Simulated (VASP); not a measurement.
# HfC (NiAs type) (P6_3/mmc) in VASP: notebook

The runs below take HfC (NiAs type) through single point, with PBE.

All numbers are computed with VASP 6.6.1; they aren't measurements. Logs are shortened: lines on timing, memory, paths and dates and some standing lists are left out, and cuts for length are marked.

## 1. The cell of the first run

Symmetry: P6_3/mmc, No. 194, hexagonal system. The conventional cell has a = 2.830 Å, b = 2.830 Å, c = 5.190 Å, α = 90.00°, β = 90.00°, γ = 120.00°. Within 2.8 Å of Hf (site symmetry -3m) lie 6 C at 2.09 Å and 2 Hf at 2.59 Å. C (site symmetry -6m2) has 6 Hf at 2.09 Å within 2.8 Å.

## 2. Single point, PBE

INCAR

```
SYSTEM = HfC
  PREC = Accurate
  ENCUT = 520
  EDIFF = 1E-6
  ISMEAR = -1
  SIGMA = 0.1
  LREAL = .False.
  LASPH = .True.
  NELM = 100
  ALGO = Normal
  ISIF = 2
  LWAVE = .False.
  LCHARG = .False.
  GGA = PE
  NBANDS = 22
```

KPOINTS

```
regular mesh
0
Gamma
  11 11 6
  0 0 0
```

POSCAR

```
HfC
1.0
    2.8302378127      0.0000000000      0.0000000000
   -1.4151189064      2.4510578446      0.0000000000
    0.0000000000      0.0000000000      5.1897757218
Hf C
2 2
Direct
    0.0000000000      0.0000000000      0.0000000000
    0.0000000000      0.0000000000      0.5000000000
    0.3333333333      0.6666666667      0.2500000000
    0.6666666667      0.3333333333      0.7500000000
```

Potentials or basis: VASP PAW PBE potentials, release 64 (Hf_pv, C).

Launch:

```sh
$ cat potpaw_PBE.64/Hf_pv/POTCAR potpaw_PBE.64/C/POTCAR > POTCAR
$ mpirun -np 1 vasp_std > vasp.out
```

OUTCAR:

```text
SYSTEM = HfC
   PREC = Accurate
   ENCUT = 520
   EDIFF = 1E-6
   ISMEAR = -1
   LREAL = .False.
   LASPH = .True.
   NELM = 100
   ISIF = 2
   GGA = PE

 ion  position               nearest neighbor table
   1  0.000  0.000  0.000-   3 2.09   4 2.09   4 2.09   3 2.09   4 2.09   3 2.09   2 2.59   2 2.59
                             2 3.84   2 3.84   2 3.84   2 3.84   2 3.84   2 3.84   2 3.84   2 3.84
   2  0.000  0.000  0.500-   3 2.09   4 2.09   4 2.09   3 2.09   4 2.09   3 2.09   1 2.59   1 2.59
                             1 3.84   1 3.84   1 3.84   1 3.84   1 3.84   1 3.84   1 3.84   1 3.84
   3  0.333  0.667  0.250-   1 2.09   2 2.09   1 2.09   2 2.09   1 2.09   2 2.09
   4  0.667  0.333  0.750-   1 2.09   2 2.09   1 2.09   2 2.09   1 2.09   2 2.09

  LATTYP: Found a hexagonal cell.
 ALAT       =     2.8302378127
 C/A-ratio  =     1.8336889213

  Lattice vectors:

 A1 = (   2.8302378127,   0.0000000000,   0.0000000000)
 A2 = (  -1.4151189064,   2.4510578446,   0.0000000000)
 A3 = (   0.0000000000,   0.0000000000,   5.1897757218)

Analysis of symmetry for initial positions (statically):
=====================================================================
 Subroutine PRICEL returns:
 Original cell was already a primitive cell.

 Routine SETGRP: Setting up the symmetry group for a
 hexagonal supercell.

 Subroutine GETGRP returns: Found 24 space group operations
 (whereof 12 operations were pure point group operations)
 out of a pool of 24 trial point group operations.

The static configuration has the point symmetry D_3d.
 The point group associated with its full space group is D_6h.

Analysis of symmetry for dynamics (positions and initial velocities):
=====================================================================
 Subroutine PRICEL returns:
 Original cell was already a primitive cell.

 Routine SETGRP: Setting up the symmetry group for a
 hexagonal supercell.

 Subroutine GETGRP returns: Found 24 space group operations
 (whereof 12 operations were pure point group operations)
 out of a pool of 24 trial point group operations.

The dynamic configuration has the point symmetry D_3d.
 The point group associated with its full space group is D_6h.

 Subroutine INISYM returns: Found 24 space group operations
 (whereof 12 operations are pure point group operations),
 and found     1 'primitive' translations

----------------------------------------------------------------------------------------

                                     Primitive cell

  volume of cell :      36.0019

  direct lattice vectors                    reciprocal lattice vectors
     2.830237813  0.000000000  0.000000000     0.353327199  0.203993554  0.000000000
    -1.415118906  2.451057845  0.000000000     0.000000000  0.407987107  0.000000000
     0.000000000  0.000000000  5.189775722     0.000000000  0.000000000  0.192686554

  length of vectors
     2.830237813  2.830237813  5.189775722     0.407987107  0.407987107  0.192686554

  position of ions in fractional coordinates (direct lattice)
     0.000000000  0.000000000  0.000000000
     0.000000000  0.000000000  0.500000000
     0.333333333  0.666666667  0.250000000
     0.666666667  0.333333333  0.750000000

  ion indices of the primitive-cell ions
   primitive index   ion index
                 1           1
                 2           2
                 3           3
                 4           4

----------------------------------------------------------------------------------------

 KPOINTS: regular mesh

Automatic generation of k-mesh.
 Grid dimensions read from file:
 generate k-points for:   11   11    6

 Generating k-lattice:

  Cartesian coordinates                     Fractional coordinates (reciprocal lattice)
     0.032120654  0.018544869  0.000000000     0.090909091  0.000000000  0.000000000
     0.000000000  0.037089737  0.000000000     0.000000000  0.090909091  0.000000000
     0.000000000  0.000000000  0.032114426     0.000000000  0.000000000  0.166666667

  Length of vectors
     0.037089737  0.037089737  0.032114426

  Shift w.r.t. Gamma in fractional coordinates (k-lattice)
     0.000000000  0.000000000  0.000000000

 Subroutine IBZKPT returns following result:
 ===========================================

 Found     64 irreducible k-points:

 Following reciprocal coordinates:
            Coordinates               Weight
  0.000000  0.000000  0.000000      1.000000
  0.090909 -0.000000  0.000000      6.000000
  0.181818  0.000000  0.000000      6.000000
  0.272727  0.000000  0.000000      6.000000
  0.363636  0.000000  0.000000      6.000000
  0.454545  0.000000  0.000000      6.000000
[... 16 lines left out ...]
  0.090909  0.090909  0.166667     12.000000
  0.181818  0.090909  0.166667     24.000000
 [... further k-points ...]
   k-points           NKPTS =     64   k-points in BZ     NKDIM =     64   number of bands    NBANDS=     22
   number of dos      NEDOS =    301   number of ions     NIONS =      4
   total plane-waves  NPLWV =  23040
   dimension x,y,z NGX =    24 NGY =   24 NGZ =   40
   dimension x,y,z NGXF=    48 NGYF=   48 NGZF=   80
   ions per type =               2   2
   NGX,Y,Z   is equivalent  to a cutoff of  14.10, 14.10, 12.81 a.u.
   NGXF,Y,Z  is equivalent  to a cutoff of  28.19, 28.19, 25.63 a.u.
 SYSTEM =  HfC
   PREC   = accura    normal or accurate (medium, high low for compatibility)
   ISTART =      0    job   : 0-new  1-cont  2-samecut
   ICHARG =      2    charge: 1-file 2-atom 10-const
   ISPIN  =      1    spin polarized calculation?
   LNONCOLLINEAR =      F non collinear calculations
   LSORBIT =      F    spin-orbit coupling
   LASPH  =      T    aspherical Exc in radial PAW
   ENCUT  =  520.0 eV  38.22 Ry    6.18 a.u.   5.26  5.26  9.65*2*pi/ulx,y,z
   NELM   =    100;   NELMIN=  2; NELMDL= -5     # of ELM steps
   EDIFF  = 0.1E-05   stopping-criterion for ELM
   LREAL  =      F    real-space projection
   EDIFFG = 0.1E-04   stopping-criterion for IOM
   NSW    =      0    number of steps for IOM
   IBRION =     -1    ionic relax: 0-MD 1-quasi-New 2-CG
   NFREE  =      0    steps in history (QN), initial steepest desc. (CG)
   ISIF   =      2    stress and relaxation
   ISYM   =      2    0-nonsym 1-usesym 2-fastsym
   POTIM  = 0.5000    time-step for ionic-motion
   TEBEG  =    0.0;   TEEND  =   0.0 temperature during run
   PSTRESS=    0.0 pullay stress
   NELECT =      28.0000    total number of electrons
   NUPDOWN=      -1.0000    fix difference up-down
   EMIN   =  10.00;   EMAX   =-10.00  energy-range for DOS
   EFERMI =   0.00;   METHOD = LEGACY
   ISMEAR =    -1;   SIGMA  =   0.10  broadening in eV -4-tet -1-fermi 0-gaus
   EFERMI_NEDOS =   21; number of points for ismear=-14 and -15
   IALGO  =     38    algorithm
   IMIX   =      4    mixing-type and parameters
     AMIX     =   0.40;   BMIX     =  1.00
     AMIX_MAG =   1.60;   BMIX_MAG =  1.00
  volume/ion in A,a.u.               =       9.00        60.74
  Fermi-wavevector in a.u.,A,eV,Ry     =   1.505518  2.845016 30.838734  2.266583
  Thomas-Fermi vector in A             =   2.616356
   LORBIT       =      0    0 simple, 1 ext, 2 COOP (PROOUT), +10 PAW based schemes
   GGA     = PE    functional components
   LHFCALC =     F    Hartree Fock is set to
   AEXX    =    0.0000 exact exchange contribution
   IVDW    =     0    specifies the selected vdW correction
   LEPSILON=     F    determine dielectric tensor
   LRPA    =     F    only Hartree local field effects (RPA)
 non-spin polarized calculation
  energy-cutoff  :      520.00
  volume of cell :       36.00
 maximum number of plane-waves:       988
 NGX is ok and might be reduce to    24
   NGX = 11   NGY = 11   NGZ = 19

 number of electron      27.9999999 magnetization

 Free energy of the ion-electron system (eV)
  ---------------------------------------------------
  ext. energy  EPLUGINS =         0.00000000
  ---------------------------------------------------
  free energy    TOTEN  =       -33.22015253 eV

  energy without entropy =      -33.18158195  energy(sigma->0) =      -33.20086724

 E-fermi :   8.9179     XC(G=0): -13.9861

 val. band max:        8.8878442623   @ k =   0.1818   0.0000   0.0000
 cond. band min:       8.9557443943   @ k =   0.2727   0.0000   0.0000
 fundamental gap:      0.0679001320
 Fermi energy:         8.9179217740

 k-point     1 :       0.0000    0.0000    0.0000
  band No.  band energies     occupation
      1     -21.9525      2.00000
      2     -19.3686      2.00000
      3     -19.3686      2.00000
      4     -19.0407      2.00000
      5     -19.0407      2.00000
      6     -19.0176      2.00000
[... 14 lines left out ...]
     21      17.9966      0.00000
     22      17.9966      0.00000

 k-point     2 :       0.0909   -0.0000    0.0000
  band No.  band energies     occupation
      1     -21.9072      2.00000
      2     -19.5803      2.00000
      3     -19.4109      2.00000
      4     -19.2192      2.00000
      5     -19.0763      2.00000
      6     -18.9927      2.00000
[... 14 lines left out ...]
     21      18.0067      0.00000
     22      18.6110      0.00000

 k-point     3 :       0.1818    0.0000    0.0000
  band No.  band energies     occupation
      1     -21.7832      2.00000
      2     -20.1119      2.00000
      3     -19.6757      2.00000
      4     -19.5223      2.00000
      5     -19.1705      2.00000
      6     -18.9251      2.00000
[... 14 lines left out ...]
     21      18.4184      0.00000
     22      19.6955      0.00000
[... 476 lines left out ...]
 k-point    23 :       0.0909    0.0909    0.1667
  band No.  band energies     occupation
      1     -21.6618      2.00000
      2     -19.9154      2.00000
      3     -19.5522      2.00000
      4     -19.4789      2.00000
      5     -19.1874      2.00000
      6     -19.1667      2.00000
[... 14 lines left out ...]
     21      18.0784      0.00000
     22      18.1609      0.00000

 k-point    24 :       0.1818    0.0909    0.1667
  band No.  band energies     occupation
      1     -21.5189      2.00000
      2     -20.4571      2.00000
      3     -20.0336      2.00000
      4     -19.6371      2.00000
      5     -19.3160      2.00000
      6     -19.0903      2.00000
[... 14 lines left out ...]
     21      18.5627      0.00000
     22      19.5191      0.00000

 [... further k-points ...]

------------------------ aborting loop because EDIFF is reached ----------------------------------------

  FORCE on cell =-STRESS in cart. coord.  units (eV):
  Direction    XX          YY          ZZ          XY          YZ          ZX
  --------------------------------------------------------------------------------------
  -------------------------------------------------------------------------------------
  Total       38.6999360     38.6999360     38.2350151     -0.0000000      0.0000000      0.0000000
  in kB     1722.2482385   1722.2482385   1701.5580458     -0.0000000      0.0000000      0.0000000
  external PRESSURE =    1715.3515076 kB  Pullay stress =       0.0000000 kB

 VOLUME and BASIS-vectors are now :
 -----------------------------------------------------------------------------
  energy-cutoff  :      520.00
  volume of cell :       36.00
      direct lattice vectors                 reciprocal lattice vectors
     2.830237813  0.000000000  0.000000000     0.353327199  0.203993554  0.000000000
    -1.415118906  2.451057845  0.000000000     0.000000000  0.407987107  0.000000000
     0.000000000  0.000000000  5.189775722     0.000000000  0.000000000  0.192686554

 POSITION                                       TOTAL-FORCE (eV/Angst)
 -----------------------------------------------------------------------------------
      0.00000      0.00000      0.00000        -0.000000      0.000000      0.000000
      0.00000      0.00000      2.59489        -0.000000      0.000000      0.000000
     -0.00000      1.63404      1.29744        -0.000000      0.000000      0.000000
      1.41512      0.81702      3.89233         0.000000     -0.000000     -0.000000
 -----------------------------------------------------------------------------------
    total drift:                               -0.000000      0.000000      0.000000

  FREE ENERGIE OF THE ION-ELECTRON SYSTEM (eV)
  ---------------------------------------------------
  free  energy   TOTEN  =       -33.2201525345 eV

  energy  without entropy=      -33.1815819542  energy(sigma->0) =      -33.20086724
```

It took 38 s on 1 thread of Intel Xeon 6975P-C (Granite Rapids), shared host; peak memory 0.19 GiB.

What came out:

```yaml
Free_energy: -33.2202 eV
Pressure: 171.5 GPa
Band_gap_on_the_k_mesh: zero (band 14 reaches 10.62 eV, above the bottom of band 15 at 8.53 eV)
```

Levels at points of the mesh, in eV from the Fermi level:
```csv
k point,band 11,band 12,band 13,band 14,band 15,band 16,band 17,band 18
"(0.00, 0.00, 0.00)",-3.44,-2.57,0.92,1.70,1.70,2.46,2.46,2.57
"(0.00, 0.00, 0.50)",-1.91,-1.91,-1.91,-1.91,3.45,3.45,4.16,4.16
```

Caveat: spin-orbit coupling is left out, which moves the levels of the heavy elements.

## 3. Single point, PBE

INCAR

```
PREC = Accurate ; ENCUT = 520
EDIFF = 1E-6 ; ISMEAR = -1
SIGMA = 0.1 ; LREAL = F
LASPH = T ; NELM = 100
ALGO = Normal ; ISIF = 2
LWAVE = F ; LCHARG = F
GGA = PE ; NBANDS = 22
```

KPOINTS

```
Automatic mesh
0
Gamma
  11 11 6
```

POSCAR is that of step 2.

Potentials or basis: VASP PAW PBE potentials, release 64 (Hf_pv, C).

Launch:

```sh
$ cat potpaw_PBE.64/Hf_pv/POTCAR potpaw_PBE.64/C/POTCAR > POTCAR
$ mpirun -np 1 vasp_std > vasp.out
```

Run time: 37 s. Hardware: 1 thread of Intel Xeon 6975P-C (Granite Rapids), shared host; peak memory 0.19 GiB.

Results (log left out):

* Free energy: -33.2202 eV
* Pressure: 171.5 GPa
* Band gap on the k mesh: zero (band 14 reaches 10.62 eV, above the bottom of band 15 at 8.53 eV)

Stress tensor (GPa, compression positive):
```
172.22   0.00   0.00
  0.00 172.22   0.00
  0.00   0.00 170.16
```

Levels at points of the mesh, in eV from the Fermi level:
```csv
k point,band 10,band 11,band 12,band 13,band 14,band 15,band 16,band 17,band 18,band 19
"(0.00, 0.00, 0.00)",-3.44,-3.44,-2.57,0.92,1.70,1.70,2.46,2.46,2.57,2.57
"(0.00, 0.00, 0.50)",-3.65,-1.91,-1.91,-1.91,-1.91,3.45,3.45,4.16,4.16,4.16
```

Caveat: spin-orbit coupling is left out, which moves the levels of the heavy elements.
